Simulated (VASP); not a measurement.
# BaTe (Pm-3m) in VASP: single point with LDA

Aim: the single point of BaTe with LDA.

Program: VASP 6.6.1. These are calculated values, not measurements. Logs are shortened: lines on timing, memory, paths and dates and some standing lists are left out, and cuts for length are marked.

## (1) The cell of the first run

It takes space group Pm-3m (No. 221, cubic). Conventional cell: a = 4.262 Å, b = 4.262 Å, c = 4.262 Å, α = 90.00°, β = 90.00°, γ = 90.00°. Ba (site symmetry m-3m) has 8 Te at 3.69 Å and 6 Ba at 4.26 Å within 4.8 Å. Within 4.8 Å of Te (site symmetry m-3m) lie 8 Ba at 3.69 Å and 6 Te at 4.26 Å.

## (2) Single point, LDA

File INCAR:

```
ALGO = Normal ; EDIFF = 1E-6
ENCUT = 520 ; ISIF = 2
ISMEAR = 0 ; LASPH = T
LCHARG = F ; LREAL = F
LWAVE = F ; NBANDS = 15
NELM = 80 ; PREC = Accurate
SIGMA = 0.05
```

File KPOINTS:

```
k-points
0
Gamma
  6 6 6
```

File POSCAR:

```
BaTe
1.0
    4.2624660000      0.0000000000      0.0000000000
    0.0000000000      4.2624660000      0.0000000000
    0.0000000000      0.0000000000      4.2624660000
Ba Te
1 1
Direct
    0.0000000000      0.0000000000      0.0000000000
    0.5000000000      0.5000000000      0.5000000000
```

Potentials or basis: VASP PAW LDA potentials, release 64 (Ba_sv, Te).

Launch:

```
> cat potpaw_LDA.64/Ba_sv/POTCAR potpaw_LDA.64/Te/POTCAR > POTCAR
> mpirun -np 1 vasp_std > vasp.out
```

OUTCAR:

```text
EDIFF = 1E-6
   ENCUT = 520
   ISIF = 2
   ISMEAR = 0
   LASPH = T
   LREAL = F
   NELM = 80
   PREC = Accurate

 ion  position               nearest neighbor table
   1  0.000  0.000  0.000-   2 3.69   2 3.69   2 3.69   2 3.69   2 3.69   2 3.69   2 3.69   2 3.69

   2  0.500  0.500  0.500-   1 3.69   1 3.69   1 3.69   1 3.69   1 3.69   1 3.69   1 3.69   1 3.69

  LATTYP: Found a simple cubic cell.
 ALAT       =     4.2624660000

  Lattice vectors:

 A1 = (   4.2624660000,   0.0000000000,   0.0000000000)
 A2 = (   0.0000000000,   4.2624660000,   0.0000000000)
 A3 = (   0.0000000000,   0.0000000000,   4.2624660000)

Analysis of symmetry for initial positions (statically):
=====================================================================
 Subroutine PRICEL returns:
 Original cell was already a primitive cell.

 Routine SETGRP: Setting up the symmetry group for a
 simple cubic supercell.

 Subroutine GETGRP returns: Found 48 space group operations
 (whereof 48 operations were pure point group operations)
 out of a pool of 48 trial point group operations.

The static configuration has the point symmetry O_h .

Analysis of symmetry for dynamics (positions and initial velocities):
=====================================================================
 Subroutine PRICEL returns:
 Original cell was already a primitive cell.

 Routine SETGRP: Setting up the symmetry group for a
 simple cubic supercell.

 Subroutine GETGRP returns: Found 48 space group operations
 (whereof 48 operations were pure point group operations)
 out of a pool of 48 trial point group operations.

The dynamic configuration has the point symmetry O_h .

 Subroutine INISYM returns: Found 48 space group operations
 (whereof 48 operations are pure point group operations),
 and found     1 'primitive' translations

----------------------------------------------------------------------------------------

                                     Primitive cell

  volume of cell :      77.4431

  direct lattice vectors                    reciprocal lattice vectors
     4.262466000  0.000000000  0.000000000     0.234605977  0.000000000  0.000000000
     0.000000000  4.262466000  0.000000000     0.000000000  0.234605977  0.000000000
     0.000000000  0.000000000  4.262466000     0.000000000  0.000000000  0.234605977

  length of vectors
     4.262466000  4.262466000  4.262466000     0.234605977  0.234605977  0.234605977

  position of ions in fractional coordinates (direct lattice)
     0.000000000  0.000000000  0.000000000
     0.500000000  0.500000000  0.500000000

  ion indices of the primitive-cell ions
   primitive index   ion index
                 1           1
                 2           2

----------------------------------------------------------------------------------------

 KPOINTS: k-points

Automatic generation of k-mesh.
 Grid dimensions read from file:
 generate k-points for:    6    6    6

 Generating k-lattice:

  Cartesian coordinates                     Fractional coordinates (reciprocal lattice)
     0.039100996  0.000000000  0.000000000     0.166666667  0.000000000  0.000000000
     0.000000000  0.039100996  0.000000000     0.000000000  0.166666667  0.000000000
     0.000000000  0.000000000  0.039100996     0.000000000  0.000000000  0.166666667

  Length of vectors
     0.039100996  0.039100996  0.039100996

  Shift w.r.t. Gamma in fractional coordinates (k-lattice)
     0.000000000  0.000000000  0.000000000

 Subroutine IBZKPT returns following result:
 ===========================================

 Found     20 irreducible k-points:

 Following reciprocal coordinates:
            Coordinates               Weight
  0.000000  0.000000  0.000000      1.000000
  0.166667  0.000000  0.000000      6.000000
  0.333333  0.000000  0.000000      6.000000
  0.500000  0.000000  0.000000      3.000000
  0.166667  0.166667  0.000000     12.000000
  0.333333  0.166667  0.000000     24.000000
[... 12 lines left out ...]
  0.500000  0.500000  0.333333      6.000000
  0.500000  0.500000  0.500000      1.000000
   k-points           NKPTS =     20   k-points in BZ     NKDIM =     20   number of bands    NBANDS=     15
   number of dos      NEDOS =    301   number of ions     NIONS =      2
   total plane-waves  NPLWV =  32768
   dimension x,y,z NGX =    32 NGY =   32 NGZ =   32
   dimension x,y,z NGXF=    64 NGYF=   64 NGZF=   64
   ions per type =               1   1
   NGX,Y,Z   is equivalent  to a cutoff of  12.48, 12.48, 12.48 a.u.
   NGXF,Y,Z  is equivalent  to a cutoff of  24.96, 24.96, 24.96 a.u.
 SYSTEM =  unknown system
   PREC   = accura    normal or accurate (medium, high low for compatibility)
   ISTART =      0    job   : 0-new  1-cont  2-samecut
   ICHARG =      2    charge: 1-file 2-atom 10-const
   ISPIN  =      1    spin polarized calculation?
   LNONCOLLINEAR =      F non collinear calculations
   LSORBIT =      F    spin-orbit coupling
   LASPH  =      T    aspherical Exc in radial PAW
   ENCUT  =  520.0 eV  38.22 Ry    6.18 a.u.   7.93  7.93  7.93*2*pi/ulx,y,z
   NELM   =     80;   NELMIN=  2; NELMDL= -5     # of ELM steps
   EDIFF  = 0.1E-05   stopping-criterion for ELM
   LREAL  =      F    real-space projection
   EDIFFG = 0.1E-04   stopping-criterion for IOM
   NSW    =      0    number of steps for IOM
   IBRION =     -1    ionic relax: 0-MD 1-quasi-New 2-CG
   NFREE  =      0    steps in history (QN), initial steepest desc. (CG)
   ISIF   =      2    stress and relaxation
   ISYM   =      2    0-nonsym 1-usesym 2-fastsym
   POTIM  = 0.5000    time-step for ionic-motion
   TEBEG  =    0.0;   TEEND  =   0.0 temperature during run
   PSTRESS=    0.0 pullay stress
   NELECT =      16.0000    total number of electrons
   NUPDOWN=      -1.0000    fix difference up-down
   EMIN   =  10.00;   EMAX   =-10.00  energy-range for DOS
   EFERMI =   0.00;   METHOD = LEGACY
   ISMEAR =     0;   SIGMA  =   0.05  broadening in eV -4-tet -1-fermi 0-gaus
   EFERMI_NEDOS =   21; number of points for ismear=-14 and -15
   IALGO  =     38    algorithm
   IMIX   =      4    mixing-type and parameters
     AMIX     =   0.40;   BMIX     =  1.00
     AMIX_MAG =   1.60;   BMIX_MAG =  1.00
  volume/ion in A,a.u.               =      38.72       261.31
  Fermi-wavevector in a.u.,A,eV,Ry     =   0.967804  1.828884 12.743813  0.936644
  Thomas-Fermi vector in A             =   2.097720
   LORBIT       =      0    0 simple, 1 ext, 2 COOP (PROOUT), +10 PAW based schemes
   GGA     = CA    functional components
   LHFCALC =     F    Hartree Fock is set to
   AEXX    =    0.0000 exact exchange contribution
   IVDW    =     0    specifies the selected vdW correction
   LEPSILON=     F    determine dielectric tensor
   LRPA    =     F    only Hartree local field effects (RPA)
 non-spin polarized calculation
 Gauss-broadening in eV      SIGMA  =   0.05
  energy-cutoff  :      520.00
  volume of cell :       77.44
 maximum number of plane-waves:      2176
 NGX is ok and might be reduce to    32
   NGX = 15   NGY = 15   NGZ = 15

 number of electron      16.0000000 magnetization

 Free energy of the ion-electron system (eV)
  ---------------------------------------------------
  ext. energy  EPLUGINS =         0.00000000
  ---------------------------------------------------
  free energy    TOTEN  =        -9.31074788 eV

  energy without entropy =       -9.31074788  energy(sigma->0) =       -9.31074788

 E-fermi :   3.8464     XC(G=0):  -9.0548

 val. band max:        3.6173985721   @ k =   0.5000   0.5000   0.0000
 cond. band min:       4.2790919997   @ k =   0.0000   0.0000   0.0000
 fundamental gap:      0.6616934276
 Fermi energy:         3.8463675178

 k-point     1 :       0.0000    0.0000    0.0000
  band No.  band energies     occupation
      1     -24.4265      2.00000
      2      -9.4731      2.00000
      3      -9.4731      2.00000
      4      -9.4731      2.00000
      5      -6.8027      2.00000
      6       3.2418      2.00000
      7       3.2418      2.00000
      8       3.2418      2.00000
      9       4.2791      0.00000
     10       4.2791      0.00000
     11       5.7548      0.00000
     12       8.1060      0.00000
     13       8.1060      0.00000
     14       8.1060      0.00000
     15      12.0331      0.00000

 k-point     2 :       0.1667    0.0000    0.0000
  band No.  band energies     occupation
      1     -24.4198      2.00000
      2      -9.6349      2.00000
      3      -9.4603      2.00000
      4      -9.4603      2.00000
      5      -6.6105      2.00000
      6       2.0311      2.00000
      7       3.1118      2.00000
      8       3.1118      2.00000
      9       4.4293      0.00000
     10       5.1243      0.00000
     11       6.8134      0.00000
     12       8.1930      0.00000
     13       8.2152      0.00000
     14       8.2152      0.00000
     15      10.6136      0.00000

 k-point     3 :       0.3333    0.0000    0.0000
  band No.  band energies     occupation
      1     -24.4064      2.00000
      2      -9.9170      2.00000
      3      -9.4344      2.00000
      4      -9.4344      2.00000
      5      -6.2394      2.00000
      6       0.7141      2.00000
      7       2.8587      2.00000
      8       2.8587      2.00000
      9       4.8015      0.00000
     10       6.7383      0.00000
     11       8.2413      0.00000
     12       8.3864      0.00000
     13       8.6310      0.00000
     14       8.6310      0.00000
     15       9.0789      0.00000
[... 271 lines left out ...]
 k-point    19 :       0.5000    0.5000    0.3333
  band No.  band energies     occupation
      1     -24.3562      2.00000
      2      -9.7734      2.00000
      3      -9.7734      2.00000
      4      -9.6639      2.00000
      5      -5.9838      2.00000
      6       0.8994      2.00000
      7       0.8994      2.00000
      8       1.2021      2.00000
      9       6.6923      0.00000
     10       7.6345      0.00000
     11       7.6345      0.00000
     12       9.1544      0.00000
     13       9.8731      0.00000
     14      10.4315      0.00000
     15      10.5365      0.00000

 k-point    20 :       0.5000    0.5000    0.5000
  band No.  band energies     occupation
      1     -24.3502      2.00000
      2      -9.7523      2.00000
      3      -9.7523      2.00000
      4      -9.7523      2.00000
      5      -5.8819      2.00000
      6       0.7061      2.00000
      7       0.7061      2.00000
      8       0.7061      2.00000
      9       8.2631      0.00000
     10       8.2631      0.00000
     11       8.2631      0.00000
     12       9.8260      0.00000
     13       9.8260      0.00000
     14       9.8260      0.00000
     15       9.9146      0.00000

------------------------ aborting loop because EDIFF is reached ----------------------------------------

  FORCE on cell =-STRESS in cart. coord.  units (eV):
  Direction    XX          YY          ZZ          XY          YZ          ZX
  --------------------------------------------------------------------------------------
  -------------------------------------------------------------------------------------
  Total       -1.3688452     -1.3688452     -1.3688452      0.0000000     -0.0000000     -0.0000000
  in kB      -28.3192746    -28.3192746    -28.3192746      0.0000000     -0.0000000     -0.0000000
  external PRESSURE =     -28.3192746 kB  Pullay stress =       0.0000000 kB

 VOLUME and BASIS-vectors are now :
 -----------------------------------------------------------------------------
  energy-cutoff  :      520.00
  volume of cell :       77.44
      direct lattice vectors                 reciprocal lattice vectors
     4.262466000  0.000000000  0.000000000     0.234605977  0.000000000  0.000000000
     0.000000000  4.262466000  0.000000000     0.000000000  0.234605977  0.000000000
     0.000000000  0.000000000  4.262466000     0.000000000  0.000000000  0.234605977

 POSITION                                       TOTAL-FORCE (eV/Angst)
 -----------------------------------------------------------------------------------
      0.00000      0.00000      0.00000         0.000000      0.000000      0.000000
      2.13123      2.13123      2.13123         0.000000      0.000000      0.000000
 -----------------------------------------------------------------------------------
    total drift:                                0.000000      0.000000     -0.000000

  FREE ENERGIE OF THE ION-ELECTRON SYSTEM (eV)
  ---------------------------------------------------
  free  energy   TOTEN  =        -9.3107478760 eV

  energy  without entropy=       -9.3107478760  energy(sigma->0) =       -9.31074788
```

Wall time 9.6 s (1 thread of Intel Xeon Platinum 8375C at 2.90GHz (Ice Lake), shared host); peak memory 0.17 GiB.

Results:

```yaml
Free_energy: -9.3107 eV
Pressure: -2.8 GPa
Band_gap_on_the_k_mesh: 0.66 eV, indirect (least direct gap 0.84 eV)
```

Levels at points of the mesh, in eV from the valence-band top:
| k point | band 4 | band 5 | band 6 | band 7 | band 8 | band 9 | band 10 | band 11 | band 12 | band 13 |
| --- | --- | --- | --- | --- | --- | --- | --- | --- | --- | --- |
| (0.00, 0.00, 0.00) | -13.09 | -10.42 | -0.38 | -0.38 | -0.38 | 0.66 | 0.66 | 2.14 | 4.49 | 4.49 |
| (0.50, 0.00, 0.00) | -13.04 | -9.67 | -3.42 | -0.88 | -0.88 | 1.43 | 4.81 | 4.82 | 4.83 | 4.88 |
| (0.50, 0.50, 0.00) | -13.00 | -9.87 | -2.04 | -2.04 | 0.00 | 0.84 | 2.42 | 2.85 | 2.85 | 6.14 |
| (0.50, 0.50, 0.50) | -13.37 | -9.50 | -2.91 | -2.91 | -2.91 | 4.65 | 4.65 | 4.65 | 6.21 | 6.21 |

Caveat: spin-orbit coupling is left out, which moves the levels of the heavy elements.
